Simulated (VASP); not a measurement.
Input of a VASP 6.6.1 run:

File INCAR:

```
PREC     = Accurate       # precision mode
ENCUT    = 520            # plane-wave cutoff, eV
EDIFF    = 1E-6           # SCF threshold, eV
ISMEAR   = 0              # smearing method
SIGMA    = 0.1            # smearing width, eV
LREAL    = False          # projectors in reciprocal space
LASPH    = True           # aspherical terms in the spheres
NELM     = 100            # most SCF steps
ALGO     = Normal         # electronic algorithm
ISIF     = 2              # what is computed and relaxed
LWAVE    = False          # write WAVECAR
LCHARG   = True           # write CHGCAR
LDIPOL   = True         
IDIPOL   = 3            
DIPOL    = 0.5 0.5 0.320
GGA      = PE             # functional
IVDW     = 12             # dispersion correction
LELF     = True           # ELF
LVHAR    = True         
LVACPOTAV= True         
NBANDS   = 53             # bands
```

The input KPOINTS:

```
regular mesh
0
Gamma
  6 6 1
```

Contents of POSCAR:

```
SiW6
1.0
    4.4682526324      0.0000000000      0.0000000000
   -2.2341263162      3.8696202902      0.0000000000
    0.0000000000      0.0000000000     21.7259061349
W Si
6 1
Direct
    0.6666666667      0.3333333333      0.1841119986
    0.3333333333      0.6666666667      0.2260931360
    0.0000000000      0.0000000000      0.2680742733
    0.6666666667      0.3333333333      0.3070897866
    0.3333333333      0.6666666667      0.3466976876
    0.0000000000      0.0000000000      0.3832248047
    0.0000000000      0.4444444444      0.5259116036
```

Potentials or basis: VASP PAW PBE potentials, release 64 (W_sv, Si).

The run is started by

```sh
$ cat potpaw_PBE.64/W_sv/POTCAR potpaw_PBE.64/Si/POTCAR > POTCAR
$ mpirun -np 1 vasp_std > vasp.out
```

Problem. Predict the band gap on the k mesh.

Solution. Zero (bands 44 and 45 overlap by 0.32 eV).

Problem. Predict the dispersion energy per atom.

Solution. -0.402 eV.

Forces on the atoms (eV/Å):
```
W    0.049  0.047  2.091
W    0.002 -0.022 -0.822
W   -0.020  0.017 -1.801
W   -0.101 -0.105 -1.419
W   -0.058 -0.121  0.373
W   -0.026  0.151  3.012
Si   0.154  0.033 -1.434
```

Caveat: spin-orbit coupling is left out, which moves the levels of the heavy elements.
